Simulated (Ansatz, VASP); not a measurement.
Ru: VASP beside Ansatz

```
Ru
1.0
    -1.50002    1.50002    1.50002
     1.50002   -1.50002    1.50002
     1.50002    1.50002   -1.50002
Ru
1
Direct
  0.00000 0.00000 0.00000
```

Alike in both runs: functional LDA; k mesh 20 × 20 × 20; occupations gaussian, width 0.1 eV; no spin polarisation.

Ansatz relaxed the structure, and its values are those at the end. VASP's run is a single point on that final structure, the one shown.

```csv
,VASP,Ansatz
version,VASP 6.6.1,Ansatz 0.2.0
potentials or method,"VASP PAW LDA potentials, release 64 (Ru_pv), cutoff 500 eV","scalar-relativistic, plane waves, PAW"
valence electrons in the cell,14,16
```

```csv
,VASP,Ansatz,Ansatz less VASP
gap on the k mesh at the Fermi level (eV),none,none,-
pressure (GPa),0.8,0.0,-0.80
```

Ansatz warns that its potentials were made for another functional, while VASP's fit it. LDA's correlation is that of Perdew and Zunger in VASP and of Perdew and Wang (1992) in Ansatz. A gap of «none» marks a metal or a gap that the smearing closes. VASP's potentials hold 14 valence electrons a cell and Ansatz's 16, so a difference there can come from the potentials and not from the codes.
